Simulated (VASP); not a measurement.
# GaN: single point with PBE

GaN:

```xyz
2
Lattice="0.0000 1.9991 1.9991 1.9991 0.0000 1.9991 1.9991 1.9991 0.0000" Properties=species:S:1:pos:R:3 pbc="T T T"
Ga    1.9991    1.9991    1.9991
N     0.0000    0.0000    0.0000
```

This cell differs from its parent crystal: volume scaled by 1.01.

```yaml
Program: VASP 6.6.1
Task: single point
Functional: PBE
Potentials_or_basis: VASP PAW PBE potentials, release 64 (Ga_d, N)
Cutoff: 600 eV
k_mesh: 13 × 13 × 13
Occupations: fermi-dirac, width 0.02 eV
Spin: no spin polarisation
```

The pressure is 65.3 GPa and the band gap on the k mesh is 1.84 eV, indirect (least direct gap 5.06 eV).

Levels at points of the mesh, in eV from the valence-band top:
```tsv
k point	band 7	band 8	band 9	band 10	band 11	band 12
(0.00, 0.00, 0.00)	-0.73	-0.73	-0.73	4.32	15.75	15.75
```

Run time: 54 s on 1 thread of AMD EPYC 7R13 (shared host), peak memory 0.13 GiB.

 A k mesh can miss the band edges.
